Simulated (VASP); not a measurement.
# Ba2RuN2 (Fmmm) in VASP: single point with PBE

Aim: the single point of Ba2RuN2 with PBE.

Program: VASP 6.6.1. These are calculated values, not measurements. Logs are shortened: lines on timing, memory, paths and dates and some standing lists are left out, and cuts for length are marked.

## (1) The cell of the first run

It takes space group Fmmm (No. 69, orthorhombic). Conventional cell: a = 5.740 Å, b = 6.047 Å, c = 13.076 Å, α = 90.00°, β = 90.00°, γ = 90.00°. Ba (site symmetry mm2) has 5 N at 2.87 to 3.02 Å and 4 Ru at 3.40 to 3.53 Å and 1 Ba at 3.63 Å within 3.8 Å. Ru (site symmetry mmm) has 2 N at 1.81 Å within 2.4 Å. N (site symmetry mm2) has 1 Ru at 1.81 Å within 2.4 Å.

## (2) Single point, PBE (shear xy strain +5.2%)

File INCAR:

```
  ALGO = Normal
  EDIFF = 1E-6
  ENCUT = 520
  GGA = PE
  ISIF = 2
  ISMEAR = -1
  LASPH = T
  LCHARG = F
  LREAL = F
  LWAVE = F
  NBANDS = 30
  NELM = 60
  PREC = Accurate
  SIGMA = 0.02
```

File KPOINTS:

```
k-points
0
Gamma
  8 8 8
```

File POSCAR:

```
Ba2RuN2
1.0
   -2.0294069220      2.0294069220      6.5378294921
    2.0294069220     -2.0294069220      6.5378294921
    2.1379670130      2.1379670130     -6.5378294921
Ba Ru N
2 1 2
Direct
    0.1388900952      0.1388900952      0.0000000000
    0.8611099048      0.8611099048      0.0000000000
    0.5000000000      0.5000000000      0.0000000000
    0.6382534879      0.6382534879      0.0000000000
    0.3617465121      0.3617465121      0.0000000000
```

Potentials or basis: VASP PAW PBE potentials, release 64 (Ba_sv, Ru_pv, N).

Launch:

```sh
$ cat potpaw_PBE.64/Ba_sv/POTCAR potpaw_PBE.64/Ru_pv/POTCAR potpaw_PBE.64/N/POTCAR > POTCAR
$ mpirun -np 1 vasp_std > vasp.out
```

OUTCAR:

```text
EDIFF = 1E-6
   ENCUT = 520
   GGA = PE
   ISIF = 2
   ISMEAR = -1
   LASPH = T
   LREAL = F
   NELM = 60
   PREC = Accurate

 ion  position               nearest neighbor table
   1  0.139  0.139  0.000-   4 2.87   4 2.87   5 2.91   4 3.02   4 3.02   3 3.40   3 3.40   3 3.53
                             3 3.53   2 3.63   2 4.08   2 4.08   2 4.19   2 4.19
   2  0.861  0.861  0.000-   5 2.87   5 2.87   4 2.91   5 3.02   5 3.02   3 3.40   3 3.40   3 3.53
                             3 3.53   1 3.63   1 4.08   1 4.08   1 4.19   1 4.19
   3  0.500  0.500  0.000-   4 1.81   5 1.81   1 3.40   1 3.40   2 3.40   2 3.40   1 3.53   1 3.53
                             2 3.53   2 3.53
   4  0.638  0.638  0.000-   3 1.81   1 2.87   1 2.87   2 2.91   1 3.02   1 3.02
   5  0.362  0.362  0.000-   3 1.81   2 2.87   2 2.87   1 2.91   2 3.02   2 3.02

  LATTYP: Found a face centered orthorhombic cell.
 ALAT       =     5.7400295853
 B/A-ratio  =     1.0534935058
 C/A-ratio  =     2.2779776288

  Lattice vectors:

 A1 = (   2.1379670130,   2.1379670130,  -6.5378294921)
 A2 = (  -2.0294069220,   2.0294069220,  -6.5378294921)
 A3 = (   0.1085600910,   4.1673739350,   0.0000000000)

Analysis of symmetry for initial positions (statically):
=====================================================================
 Subroutine PRICEL returns:
 Original cell was already a primitive cell.

 Routine SETGRP: Setting up the symmetry group for a
 face centered orthorhombic supercell.

 Subroutine GETGRP returns: Found  8 space group operations
 (whereof  8 operations were pure point group operations)
 out of a pool of  8 trial point group operations.

The static configuration has the point symmetry D_2h.

Analysis of symmetry for dynamics (positions and initial velocities):
=====================================================================
 Subroutine PRICEL returns:
 Original cell was already a primitive cell.

 Routine SETGRP: Setting up the symmetry group for a
 face centered orthorhombic supercell.

 Subroutine GETGRP returns: Found  8 space group operations
 (whereof  8 operations were pure point group operations)
 out of a pool of  8 trial point group operations.

The dynamic configuration has the point symmetry D_2h.

 Subroutine INISYM returns: Found  8 space group operations
 (whereof  8 operations are pure point group operations),
 and found     1 'primitive' translations

----------------------------------------------------------------------------------------

                                     Primitive cell

  volume of cell :     113.4655

  direct lattice vectors                    reciprocal lattice vectors
    -2.029406922  2.029406922  6.537829492    -0.006255184  0.240122216  0.076477981
     2.029406922 -2.029406922  6.537829492     0.240122216 -0.006255184  0.076477981
     2.137967013  2.137967013 -6.537829492     0.233867032  0.233867032  0.000000000

  length of vectors
     7.140041973  7.140041973  7.203125736     0.252084683  0.252084683  0.330737929

  position of ions in fractional coordinates (direct lattice)
     0.138890095  0.138890095  0.000000000
     0.861109905  0.861109905  0.000000000
     0.500000000  0.500000000  0.000000000
     0.638253488  0.638253488  0.000000000
     0.361746512  0.361746512  0.000000000

  ion indices of the primitive-cell ions
   primitive index   ion index
                 1           1
                 2           2
                 3           3
                 4           4
                 5           5

----------------------------------------------------------------------------------------

 KPOINTS: k-points

Automatic generation of k-mesh.
 Grid dimensions read from file:
 generate k-points for:    8    8    8

 Generating k-lattice:

  Cartesian coordinates                     Fractional coordinates (reciprocal lattice)
    -0.000781898  0.030015277  0.009559748     0.125000000  0.000000000 -0.000000000
     0.030015277 -0.000781898  0.009559748     0.000000000  0.125000000 -0.000000000
     0.029233379  0.029233379  0.000000000     0.000000000  0.000000000  0.125000000

  Length of vectors
     0.031510585  0.031510585  0.041342241

  Shift w.r.t. Gamma in fractional coordinates (k-lattice)
     0.000000000  0.000000000  0.000000000

 Subroutine IBZKPT returns following result:
 ===========================================

 Found     95 irreducible k-points:

 Following reciprocal coordinates:
            Coordinates               Weight
  0.000000  0.000000  0.000000      1.000000
  0.125000  0.000000 -0.000000      8.000000
  0.250000  0.000000 -0.000000      8.000000
  0.375000  0.000000 -0.000000      8.000000
  0.500000  0.000000 -0.000000      4.000000
  0.125000  0.125000 -0.000000      4.000000
[... 16 lines left out ...]
  0.125000  0.000000  0.125000      8.000000
  0.250000  0.000000  0.125000      8.000000
 [... further k-points ...]
   k-points           NKPTS =     95   k-points in BZ     NKDIM =     95   number of bands    NBANDS=     30
   number of dos      NEDOS =    301   number of ions     NIONS =      5
   total plane-waves  NPLWV = 157464
   dimension x,y,z NGX =    54 NGY =   54 NGZ =   54
   dimension x,y,z NGXF=   108 NGYF=  108 NGZF=  108
   ions per type =               2   1   2
   NGX,Y,Z   is equivalent  to a cutoff of  12.57, 12.57, 12.46 a.u.
   NGXF,Y,Z  is equivalent  to a cutoff of  25.15, 25.15, 24.93 a.u.
 SYSTEM =  unknown system
   PREC   = accura    normal or accurate (medium, high low for compatibility)
   ISTART =      0    job   : 0-new  1-cont  2-samecut
   ICHARG =      2    charge: 1-file 2-atom 10-const
   ISPIN  =      1    spin polarized calculation?
   LNONCOLLINEAR =      F non collinear calculations
   LSORBIT =      F    spin-orbit coupling
   LASPH  =      T    aspherical Exc in radial PAW
   ENCUT  =  520.0 eV  38.22 Ry    6.18 a.u.  13.28 13.28 13.39*2*pi/ulx,y,z
   NELM   =     60;   NELMIN=  2; NELMDL= -5     # of ELM steps
   EDIFF  = 0.1E-05   stopping-criterion for ELM
   LREAL  =      F    real-space projection
   EDIFFG = 0.1E-04   stopping-criterion for IOM
   NSW    =      0    number of steps for IOM
   IBRION =     -1    ionic relax: 0-MD 1-quasi-New 2-CG
   NFREE  =      0    steps in history (QN), initial steepest desc. (CG)
   ISIF   =      2    stress and relaxation
   ISYM   =      2    0-nonsym 1-usesym 2-fastsym
   POTIM  = 0.5000    time-step for ionic-motion
   TEBEG  =    0.0;   TEEND  =   0.0 temperature during run
   PSTRESS=    0.0 pullay stress
   NELECT =      44.0000    total number of electrons
   NUPDOWN=      -1.0000    fix difference up-down
   EMIN   =  10.00;   EMAX   =-10.00  energy-range for DOS
   EFERMI =   0.00;   METHOD = LEGACY
   ISMEAR =    -1;   SIGMA  =   0.02  broadening in eV -4-tet -1-fermi 0-gaus
   EFERMI_NEDOS =   21; number of points for ismear=-14 and -15
   IALGO  =     38    algorithm
   IMIX   =      4    mixing-type and parameters
     AMIX     =   0.40;   BMIX     =  1.00
     AMIX_MAG =   1.60;   BMIX_MAG =  1.00
  volume/ion in A,a.u.               =      22.69       153.14
  Fermi-wavevector in a.u.,A,eV,Ry     =   1.193817  2.255987 19.391015  1.425199
  Thomas-Fermi vector in A             =   2.329822
   LORBIT       =      0    0 simple, 1 ext, 2 COOP (PROOUT), +10 PAW based schemes
   GGA     = PE    functional components
   LHFCALC =     F    Hartree Fock is set to
   AEXX    =    0.0000 exact exchange contribution
   IVDW    =     0    specifies the selected vdW correction
   LEPSILON=     F    determine dielectric tensor
   LRPA    =     F    only Hartree local field effects (RPA)
 non-spin polarized calculation
  energy-cutoff  :      520.00
  volume of cell :      113.47
 maximum number of plane-waves:      3083
 NGX is ok and might be reduce to    54
   NGX = 27   NGY = 27   NGZ = 27

 number of electron      44.0000000 magnetization

 Free energy of the ion-electron system (eV)
  ---------------------------------------------------
  ext. energy  EPLUGINS =         0.00000000
  ---------------------------------------------------
  free energy    TOTEN  =       -31.55157011 eV

  energy without entropy =      -31.55123985  energy(sigma->0) =      -31.55140498

 E-fermi :   4.1612     XC(G=0):  -9.7145

 val. band max:        4.1432570981   @ k =   0.3750   0.3750   0.1250
 cond. band min:       4.1898590334   @ k =   0.3750   0.3750   0.1250
 fundamental gap:      0.0466019353
 Fermi energy:         4.1611893047

 k-point     1 :       0.0000    0.0000    0.0000
  band No.  band energies     occupation
      1     -39.6773      2.00000
      2     -38.2715      2.00000
      3     -38.2694      2.00000
      4     -23.6500      2.00000
      5     -23.4878      2.00000
      6     -10.3313      2.00000
[... 22 lines left out ...]
     29       7.8666      0.00000
     30       8.0750      0.00000

 k-point     2 :       0.1250    0.0000   -0.0000
  band No.  band energies     occupation
      1     -39.6772      2.00000
      2     -38.2717      2.00000
      3     -38.2696      2.00000
      4     -23.6393      2.00000
      5     -23.4871      2.00000
      6     -10.4376      2.00000
[... 22 lines left out ...]
     29       7.9751      0.00000
     30       8.2269      0.00000

 k-point     3 :       0.2500    0.0000   -0.0000
  band No.  band energies     occupation
      1     -39.6771      2.00000
      2     -38.2725      2.00000
      3     -38.2698      2.00000
      4     -23.6118      2.00000
      5     -23.4865      2.00000
      6     -10.6770      2.00000
[... 22 lines left out ...]
     29       8.1825      0.00000
     30       8.3106      0.00000

 k-point     4 :       0.3750    0.0000   -0.0000
  band No.  band energies     occupation
      1     -39.6770      2.00000
      2     -38.2734      2.00000
      3     -38.2699      2.00000
      4     -23.5809      2.00000
      5     -23.4893      2.00000
      6     -10.8943      2.00000
[... 22 lines left out ...]
     29       8.4726      0.00000
     30       8.8227      0.00000

 k-point     5 :       0.5000    0.0000   -0.0000
  band No.  band energies     occupation
      1     -39.6770      2.00000
      2     -38.2738      2.00000
      3     -38.2699      2.00000
      4     -23.5660      2.00000
      5     -23.4925      2.00000
      6     -10.9790      2.00000
[... 22 lines left out ...]
     29       8.7532      0.00000
     30       9.2165      0.00000
[... 526 lines left out ...]
     29       8.9142      0.00000
     30       9.5484      0.00000

 k-point    22 :       0.0000    0.0000    0.1250
  band No.  band energies     occupation
      1     -39.6772      2.00000
      2     -38.2719      2.00000
      3     -38.2698      2.00000
      4     -23.6332      2.00000
      5     -23.4822      2.00000
      6     -10.4620      2.00000
[... 22 lines left out ...]
     29       7.7433      0.00000
     30       8.5845      0.00000

 k-point    23 :       0.1250    0.0000    0.1250
  band No.  band energies     occupation
      1     -39.6771      2.00000
      2     -38.2725      2.00000
      3     -38.2702      2.00000
      4     -23.6101      2.00000
      5     -23.4779      2.00000
      6     -10.6196      2.00000
[... 22 lines left out ...]
     29       8.0729      0.00000
     30       8.5203      0.00000

 k-point    24 :       0.2500    0.0000    0.1250
  band No.  band energies     occupation
      1     -39.6770      2.00000
      2     -38.2734      2.00000
      3     -38.2703      2.00000
      4     -23.5811      2.00000
      5     -23.4791      2.00000
      6     -10.8082      2.00000
[... 22 lines left out ...]
     29       8.3825      0.00000
     30       8.9035      0.00000

 [... further k-points ...]

------------------------ aborting loop because EDIFF is reached ----------------------------------------

  FORCE on cell =-STRESS in cart. coord.  units (eV):
  Direction    XX          YY          ZZ          XY          YZ          ZX
  --------------------------------------------------------------------------------------
  -------------------------------------------------------------------------------------
  Total        1.1970481      1.1970481      1.6403020     -1.5900143      0.0000000      0.0000000
  in kB       16.9027924     16.9027924     23.1617130    -22.4516313      0.0000000      0.0000000
  external PRESSURE =      18.9890993 kB  Pullay stress =       0.0000000 kB

 VOLUME and BASIS-vectors are now :
 -----------------------------------------------------------------------------
  energy-cutoff  :      520.00
  volume of cell :      113.47
      direct lattice vectors                 reciprocal lattice vectors
    -2.029406922  2.029406922  6.537829492    -0.006255184  0.240122216  0.076477981
     2.029406922 -2.029406922  6.537829492     0.240122216 -0.006255184  0.076477981
     2.137967013  2.137967013 -6.537829492     0.233867032  0.233867032  0.000000000

 POSITION                                       TOTAL-FORCE (eV/Angst)
 -----------------------------------------------------------------------------------
      0.00000      0.00000      1.81608         0.000000      0.000000      0.016295
      0.00000      0.00000     11.25958         0.000000      0.000000     -0.016295
      0.00000      0.00000      6.53783         0.000000      0.000000      0.000000
      0.00000      0.00000      8.34558         0.000000      0.000000      0.141393
      0.00000      0.00000      4.73007        -0.000000     -0.000000     -0.141393
 -----------------------------------------------------------------------------------
    total drift:                                0.000000     -0.000000      0.000000

  FREE ENERGIE OF THE ION-ELECTRON SYSTEM (eV)
  ---------------------------------------------------
  free  energy   TOTEN  =       -31.5515701124 eV

  energy  without entropy=      -31.5512398470  energy(sigma->0) =      -31.55140498
```

Wall time 12 min (1 thread of Intel Xeon Platinum 8259CL at 2.50GHz (Skylake/Cascade Lake), shared host); peak memory 0.62 GiB.

Results:

- Free energy: -31.5516 eV
- Pressure: 1.9 GPa
- Largest force: 0.141 eV/Å
- Band gap on the k mesh: 0.05 eV

Forces in eV/Å, atoms in the order of the input:
```
Ba   0.000  0.000  0.016
Ba   0.000  0.000 -0.016
Ru   0.000  0.000  0.000
N    0.000  0.000  0.141
N    0.000  0.000 -0.141
```

Levels at points of the mesh, in eV from the valence-band top:
| k point | band 18 | band 19 | band 20 | band 21 | band 22 | band 23 | band 24 | band 25 | band 26 | band 27 |
| --- | --- | --- | --- | --- | --- | --- | --- | --- | --- | --- |
| (0.00, 0.00, 0.00) | -1.97 | -1.82 | -1.67 | -1.60 | -1.14 | 0.89 | 0.97 | 1.07 | 2.55 | 2.70 |
| (0.50, 0.00, 0.00) | -2.89 | -2.14 | -2.02 | -1.35 | -0.47 | 0.62 | 0.96 | 1.97 | 3.39 | 3.95 |
| (0.50, 0.50, 0.00) | -1.80 | -1.65 | -1.39 | -0.60 | -0.01 | 0.10 | 0.11 | 1.39 | 1.47 | 3.45 |
| (0.00, 0.00, 0.50) | -1.90 | -1.67 | -1.38 | -0.60 | -0.15 | 0.16 | 0.19 | 1.39 | 1.62 | 3.50 |
| (0.50, 0.50, 0.50) | -2.04 | -1.97 | -1.82 | -1.74 | -1.14 | 1.45 | 1.48 | 1.49 | 2.17 | 2.18 |

Caveat: the cell differs from its parent crystal (shear xy strain +5.2%); spin-orbit coupling is left out, which moves the levels of the heavy elements. A k mesh can miss the band edges.
